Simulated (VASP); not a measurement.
Wanted: the native input for a VASP 6.6.1 run.

```
Task                   : single point
Functional             : PBEsol
Potentials or basis    : VASP PAW PBE potentials, release 64 (Co)
Cutoff                 : 600 eV
k mesh                 : 8 × 8 × 8
Occupations            : gaussian, width 0.1 eV
Spin                   : collinear spin, ferromagnetic start
Starting moments       : [3.0] μB
Dipole correction      : no
Further INCAR settings : ALGO = Normal; EDIFF = 1e-06; NBANDS = 14
```

The structure of Co lies in POSCAR:

```
Co
1.0
    0.0000000000      1.7436948335      1.7436948335
    1.7436948335      0.0000000000      1.7436948335
    1.7436948335      1.7436948335      0.0000000000
Co
1
Direct
    0.0000000000      0.0000000000      0.0000000000
```

One way to write it, as run:

INCAR

```
SYSTEM = Co
ALGO = Normal
EDIFF = 1E-6
ENCUT = 600
GGA = PS
GGA_COMPAT = .False.
ISIF = 2
ISMEAR = 0
ISPIN = 2
LASPH = .True.
LCHARG = .False.
LMAXMIX = 4
LORBIT = 11
LREAL = .False.
LWAVE = .False.
MAGMOM = 3
NBANDS = 14
NELM = 200
PREC = Accurate
SIGMA = 0.1
```

KPOINTS

```
k-points
0
Gamma
  8 8 8
  0 0 0
```

Potentials or basis: VASP PAW PBE potentials, release 64 (Co).

Launch:

```bash
$ cat potpaw_PBE.64/Co/POTCAR > POTCAR
$ mpirun -np 1 vasp_std > vasp.out
```

Results of the run:

```yaml
Pressure: -3.7 GPa
Net_moment: 1.70 μB per cell
Site_moments: Co +1.70 μB
Valence_electrons_inside_the_program's_atomic_spheres: Co 8.31
```

Caveat: the k points lie up to 0.39 Å⁻¹ apart; the PAW data sets were made with another functional, which shifts forces and pressure a little.

It took 19 s on 1 thread of Intel Xeon 8259CL, on a shared host, peak memory 0.14 GiB.
